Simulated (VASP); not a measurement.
Here is a VASP 6.6.1 calculation.

INCAR

```
SYSTEM = Ir
ALGO     = Normal         ! electronic algorithm
EDIFF    = 1E-6           ! SCF threshold, eV
ENCUT    = 520            ! plane-wave cutoff, eV
GGA      = PE             ! functional
ISIF     = 2              ! what is computed and relaxed
ISMEAR   = 0              ! smearing method
LASPH    = .True.         ! aspherical terms in the spheres
LCHARG   = .True.         ! write CHGCAR
LELF     = .True.         ! ELF
LREAL    = .False.        ! projectors in reciprocal space
LVHAR    = .True.       
LWAVE    = .False.        ! write WAVECAR
NBANDS   = 10             ! bands
NELM     = 100            ! most SCF steps
PREC     = Accurate       ! precision mode
SIGMA    = 0.15           ! smearing width, eV
```

KPOINTS

```
k-points
0
Gamma
  22 22 22
  0 0 0
```

File POSCAR:

```
Ir
1.0
    0.0000000000      1.9676925000      1.9676925000
    1.9676925000      0.0000000000      1.9676925000
    1.9676925000      1.9676925000      0.0000000000
Ir
1
Direct
    0.0000000000      0.0000000000      0.0000000000
```

Potentials or basis: VASP PAW PBE potentials, release 64 (Ir).

The run is started by

```console
$ cat potpaw_PBE.64/Ir/POTCAR > POTCAR
$ mpirun -np 1 vasp_std > vasp.out
```

**Question.** Predict the band gap on the k mesh.

**Answer.** Zero (an odd number of electrons rules out a gap without spin polarisation).

**Question.** Predict the pressure.

**Answer.** -14.8 GPa.

Caveat: the cell differs from its parent crystal (strain +0.025 along x and y, +0.025 along z); the cell stands under tension; spin-orbit coupling is left out, which moves the levels of the heavy elements.
